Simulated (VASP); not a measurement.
Input of a VASP 6.6.1 run:

Contents of INCAR:

```
SYSTEM = Al
AGGAC = 1.0
AGGAX = 1.0
ALDAC = 0.0
ALDAX = 1.0
ALGO = Normal
EDIFF = 1E-6
ENCUT = 520
GGA = B5
ISIF = 2
ISMEAR = -1
LASPH = .TRUE.
LCHARG = .FALSE.
LREAL = .FALSE.
LWAVE = .FALSE.
NBANDS = 10
NELM = 60
PREC = Accurate
SIGMA = 0.1
```

Contents of KPOINTS:

```
k-points
0
G
  17 17 12
  0 0 0
```

Contents of POSCAR:

```
Al
1.0
   -3.3659689914      2.9319364742      1.4314634366
    2.9319364742     -3.3659689914      1.4314634366
    2.5865649101      2.5865649101     -2.2263947867
Al
2
Direct
    0.9885491666      0.0114508334      0.0000000000
    0.7614508334      0.2385491666      0.5000000000
```

Potentials or basis: VASP PAW PBE potentials, release 64 (Al).

Command:

```sh
$ cat potpaw_PBE.64/Al/POTCAR > POTCAR
$ mpirun -np 1 vasp_std > vasp.out
```

(1) Predict the pressure.

(2) What does it give for the largest force?

(3) What does it give for the band gap on the k mesh?

Answers

(1) -3.3 GPa.

(2) 0.018 eV/Å.

(3) zero (bands 3 and 4 overlap by 8.68 eV).

Caveat: the cell stands under tension; the PAW data sets were made with another functional, which shifts forces and pressure a little.
